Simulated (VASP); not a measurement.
Wanted: the native input for a VASP 6.6.1 run.

```
Task                   : single point
Functional             : PBE
Potentials or basis    : VASP PAW PBE potentials, release 64 (Al, B, As)
Cutoff                 : 520 eV
k mesh                 : 6 × 6 × 2
Occupations            : gaussian, width 0.1 eV
Spin                   : no spin polarisation
Dipole correction      : no
Further INCAR settings : ALGO = Normal; EDIFF = 1e-07; NBANDS = 26
```

The structure of AlB3As4 lies in POSCAR:

```
AlB3As4
1.0
    3.6130092600      0.0000000000      0.0000000000
   -1.8065046300      3.1289578000      0.0000000000
    0.0000000000      0.0000000000     11.8757273100
Al B As
1 3 4
Direct
    0.3333333300      0.6666666700      0.0003415000
    0.3333333300      0.6666666700      0.5003415000
    0.6666666700      0.3333333300      0.2503415000
    0.6666666700      0.3333333300      0.7503415000
    0.3333333300      0.6666666700      0.1876585000
    0.3333333300      0.6666666700      0.6876585000
    0.6666666700      0.3333333300      0.4376585000
    0.6666666700      0.3333333300      0.9376585000
```

One way to write it, as run:

INCAR

```
  PREC = Accurate
  ENCUT = 520
  EDIFF = 1E-7
  ISMEAR = 0
  SIGMA = 0.1
  LREAL = False
  LASPH = True
  NELM = 100
  ALGO = Normal
  ISIF = 2
  LWAVE = False
  LCHARG = False
  GGA = PE
  NBANDS = 26
```

KPOINTS

```
Automatic mesh
0
Gamma
  6 6 2
```

Potentials or basis: VASP PAW PBE potentials, release 64 (Al, B, As).

Run with:

```sh
$ cat potpaw_PBE.64/Al/POTCAR potpaw_PBE.64/B/POTCAR potpaw_PBE.64/As/POTCAR > POTCAR
$ mpirun -np 1 vasp_std > vasp.out
```

It gave:

```json
{
  "Pressure": "-0.3 GPa",
  "Largest force": "3.968 eV/Å",
  "Band gap on the k mesh": "1.03 eV (least direct gap 1.22 eV)"
}
```

Caveat: forces of over 1 eV/Å act on the atoms, so gaps and moduli don't describe the material at rest.

It took 46 s on 1 thread of AMD EPYC 9R45 96-Core Processor (Zen 5) (shared host), peak memory 0.23 GiB.
